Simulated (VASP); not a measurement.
# Mn (Fm-3m) in VASP: a series of runs, part 2 of 2

VASP 6.6.1.

## 5. Single point, PBE, collinear spin, ferromagnetic start (volume scaled by 0.92)

INCAR reads:

```
SYSTEM = Mn
  PREC = Accurate
  ENCUT = 500
  EDIFF = 1E-6
  ISMEAR = -1
  SIGMA = 0.05
  LREAL = .False.
  LASPH = .True.
  NELM = 200
  ALGO = Normal
  ISIF = 2
  LWAVE = .False.
  LCHARG = .False.
  ISPIN = 2
  MAGMOM = 3
  LORBIT = 11
  LMAXMIX = 4
  GGA = PE
  NBANDS = 16
  GGA_COMPAT = .False.
```

KPOINTS reads:

```
Automatic mesh
0
Gamma
  17 17 17
  0 0 0
```

POSCAR reads:

```
Mn
1.0
    0.0000000000      1.7031750862      1.7031750862
    1.7031750862      0.0000000000      1.7031750862
    1.7031750862      1.7031750862      0.0000000000
Mn
1
Direct
    0.0000000000      0.0000000000      0.0000000000
```

Potentials or basis: VASP PAW PBE potentials, release 64 (Mn_pv).

Launch:

```console
$ cat potpaw_PBE.64/Mn_pv/POTCAR > POTCAR
$ mpirun -np 1 vasp_std > vasp.out
```

OUTCAR:

```text
SYSTEM = Mn
   PREC = Accurate
   ENCUT = 500
   EDIFF = 1E-6
   ISMEAR = -1
   LREAL = .False.
   LASPH = .True.
   NELM = 200
   ISIF = 2
   ISPIN = 2
   LORBIT = 11
   GGA = PE

 ion  position               nearest neighbor table
   1  0.000  0.000  0.000-

  LATTYP: Found a face centered cubic cell.
 ALAT       =     3.4063501724

  Lattice vectors:

 A1 = (   0.0000000000,   1.7031750862,   1.7031750862)
 A2 = (   1.7031750862,   0.0000000000,   1.7031750862)
 A3 = (   1.7031750862,   1.7031750862,   0.0000000000)

Analysis of symmetry for initial positions (statically):
=====================================================================
 Subroutine PRICEL returns:
 Original cell was already a primitive cell.

 Routine SETGRP: Setting up the symmetry group for a
 face centered cubic supercell.

 Subroutine GETGRP returns: Found 48 space group operations
 (whereof 48 operations were pure point group operations)
 out of a pool of 48 trial point group operations.

The static configuration has the point symmetry O_h .

Analysis of symmetry for dynamics (positions and initial velocities):
[... 184 lines left out ...]
      1     -35.8545      1.00000
      2     -35.8545      1.00000
      3     -35.8545      1.00000
      4       3.0672      1.00000
      5      10.4395      1.00000
      6      10.4395      1.00000
[... 435 lines left out ...]
      5      10.0230      1.00000
      6      10.7207      1.00000
[... 8 lines left out ...]
     15      43.9979      0.00000
     16      46.2997      0.00000

 [... further k-points ...]

 spin component 2

 k-point     1 :       0.0000    0.0000    0.0000
  band No.  band energies     occupation
      1     -35.8486      1.00000
      2     -35.8486      1.00000
      3     -35.8486      1.00000
      4       3.0685      1.00000
      5      10.4435      1.00000
      6      10.4435      1.00000
[... 435 lines left out ...]
      5      10.0269      1.00000
      6      10.7248      1.00000
[... 8 lines left out ...]
     15      43.9991      0.00000
     16      46.3015      0.00000

 [... further k-points ...]
[... 5 lines left out ...]
  --------------------------------------------------------------------------------------
  -------------------------------------------------------------------------------------
  Total        1.6882908      1.6882908      1.6882908      0.0000000      0.0000000     -0.0000000
  in kB      273.7473670    273.7473670    273.7473670      0.0000000      0.0000000     -0.0000000
  external PRESSURE =     273.7473670 kB  Pullay stress =       0.0000000 kB

 VOLUME and BASIS-vectors are now :
 -----------------------------------------------------------------------------
  energy-cutoff  :      500.00
  volume of cell :        9.88
      direct lattice vectors                 reciprocal lattice vectors
     0.000000000  1.703175086  1.703175086    -0.293569348  0.293569348  0.293569348
     1.703175086  0.000000000  1.703175086     0.293569348 -0.293569348  0.293569348
     1.703175086  1.703175086  0.000000000     0.293569348  0.293569348 -0.293569348

 POSITION                                       TOTAL-FORCE (eV/Angst)
 -----------------------------------------------------------------------------------
      0.00000      0.00000      0.00000         0.000000      0.000000      0.000000
 -----------------------------------------------------------------------------------
    total drift:                                0.000000      0.000000      0.000000

  FREE ENERGIE OF THE ION-ELECTRON SYSTEM (eV)
  ---------------------------------------------------
  free  energy   TOTEN  =        -8.8503959262 eV

  energy  without entropy=       -8.8384205800  energy(sigma->0) =       -8.84440825

 total charge

# of ion       s       p       d       tot
------------------------------------------
    1        0.463   6.467   5.236  12.165

 magnetization (x)

# of ion       s       p       d       tot
------------------------------------------
    1       -0.000   0.000   0.004   0.004
```

It took 19 s on 1 thread of Intel Xeon 6975P-C (Granite Rapids), shared host; peak memory 0.15 GiB.

What came out:

* Free energy: -8.8504 eV
* Pressure: 27.4 GPa
* Net moment: 0.01 μB per cell
* Valence electrons inside the program's atomic spheres: Mn 12.16

Caveat: the starting moments collapsed, and a magnetic state may lie lower.

## 6. Single point, PBE, collinear spin, ferromagnetic start (volume scaled by 0.96)

INCAR reads:

```
SYSTEM = Mn
PREC = Accurate
ENCUT = 500
EDIFF = 1E-6
ISMEAR = -1
SIGMA = 0.05
LREAL = .False.
LASPH = .True.
NELM = 200
ALGO = Normal
ISIF = 2
LWAVE = .False.
LCHARG = .False.
ISPIN = 2
MAGMOM = 3
LORBIT = 11
LMAXMIX = 4
GGA = PE
NBANDS = 16
GGA_COMPAT = .False.
```

KPOINTS reads:

```
regular mesh
0
Gamma
  17 17 17
  0 0 0
```

POSCAR reads:

```
Mn
1.0
    0.0000000000      1.7275094466      1.7275094466
    1.7275094466      0.0000000000      1.7275094466
    1.7275094466      1.7275094466      0.0000000000
Mn
1
Direct
    0.0000000000      0.0000000000      0.0000000000
```

Potentials or basis: VASP PAW PBE potentials, release 64 (Mn_pv).

Launch:

```console
$ cat potpaw_PBE.64/Mn_pv/POTCAR > POTCAR
$ mpirun -np 1 vasp_std > vasp.out
```

It took 29 s on 1 thread of Intel Xeon 6975P-C (Granite Rapids), shared host; peak memory 0.15 GiB.

Results (log left out):

- Free energy: -8.9048 eV
- Pressure: 12.5 GPa
- Net moment: 0.00 μB per cell
- Valence electrons inside the program's atomic spheres: Mn 12.07

Levels at points of the mesh, in eV from the Fermi level:
Spin up:
| k point | band 5 | band 6 | band 7 | band 8 | band 9 | band 10 |
| --- | --- | --- | --- | --- | --- | --- |
| (0.00, 0.00, 0.00) | -1.22 | -1.22 | -1.22 | 0.57 | 0.57 | 21.68 |
Spin down:
```tsv
k point	band 3	band 4	band 5	band 6	band 7	band 8	band 9	band 10	band 11	band 12
(0.00, 0.00, 0.00)	-47.63	-8.49	-1.22	-1.22	-1.22	0.57	0.57	21.68	27.77	27.77
```

Caveat: the starting moments collapsed, and a magnetic state may lie lower.
